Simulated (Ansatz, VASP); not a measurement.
**Two plane-wave programs on Si4P**

INCAR

```
PREC     = Accurate       # precision mode
ENCUT    = 600            # plane-wave cutoff, eV
EDIFF    = 1E-6           # SCF threshold, eV
ISMEAR   = 0              # smearing method
SIGMA    = 0.1            # smearing width, eV
LREAL    = False          # projectors in reciprocal space
LASPH    = True           # aspherical terms in the spheres
NELM     = 100            # most SCF steps
ALGO     = Normal         # electronic algorithm
ISIF     = 3              # what is computed and relaxed
LWAVE    = False          # write WAVECAR
LCHARG   = False          # write CHGCAR
GGA      = PE             # functional
IBRION   = 2              # ionic algorithm
NSW      = 90             # ionic steps
EDIFFG   = -0.04          # ionic threshold
```

The input KPOINTS:

```
Automatic mesh
0
Gamma
  4 4 4
```

File POSCAR:

```
Si4P
1.0
   -2.6860151500      2.6860151500      2.6860151500
    2.6860151500     -2.6860151500      2.6860151500
    2.6860151500      2.6860151500     -2.6860151500
Si P
4 1
Direct
    0.5000000000      0.5000000000      0.5000000000
    0.5000000000      0.0000000000      0.0000000000
    0.0000000000      0.0000000000      0.5000000000
    0.0000000000      0.5000000000      0.0000000000
    0.0000000000      0.0000000000      0.0000000000
```

Input for Ansatz:

```yaml
crystal:
  lattice:
    - [-2.68601515, 2.68601515, 2.68601515]
    - [2.68601515, -2.68601515, 2.68601515]
    - [2.68601515, 2.68601515, -2.68601515]
  atoms:
    - { symbol: Si, position: [0.5, 0.5, 0.5] }
    - { symbol: Si, position: [0.5, 0.0, 0.0] }
    - { symbol: Si, position: [0.0, 0.0, 0.5] }
    - { symbol: Si, position: [0.0, 0.5, 0.0] }
    - { symbol: P, position: [0.0, 0.0, 0.0] }
basis:
  ecutwfc: 420
kpoints:
  mp_grid: { grid: [4, 4, 4] }
hamiltonian:
  xc: pbe
scf:
  occupations: { method: gaussian, width: 0.1 }
  lower_state_search: "off"
output:
  forces: true
  stress: true
  eigenvalues: true
relax:
  adjacent_minimum: "off"
  f_tol: 0.04
  max_steps: 70
  cell: { stress_tol: 0.4 }
```

Change from the starting cell: species swapped into the Hg4Pt type (Im-3m, No. 229).

Alike in both runs: task relaxation of cell and atoms; functional PBE; k mesh 4 × 4 × 4; occupations gaussian, width 0.1 eV; no spin polarisation.

|  | VASP | Ansatz |
| --- | --- | --- |
| version | VASP 6.6.1 | Ansatz 0.2.0 |
| potentials or method | VASP PAW PBE potentials, release 64 (Si, P), cutoff 600 eV | scalar-relativistic, plane waves, PAW |
| valence electrons in the cell | 21 | 21 |

VASP gave:

```
gap on the k mesh at the Fermi level, each at its own relaxed structure (eV) : none
relaxed volume (Å³/atom)                                                     : 16.96
relaxed cell length with the largest relative difference (Å)                 : 4.794
```

Question: Estimate Ansatz's values.

Answer: gap on the k mesh at the Fermi level, each at its own relaxed structure (eV): none; relaxed volume (Å³/atom): 17.12; relaxed cell length with the largest relative difference (Å): 4.808.

A gap of «none» marks a metal or a gap that the smearing closes.

The k mesh is coarse, so the values compare programs but aren't converged.
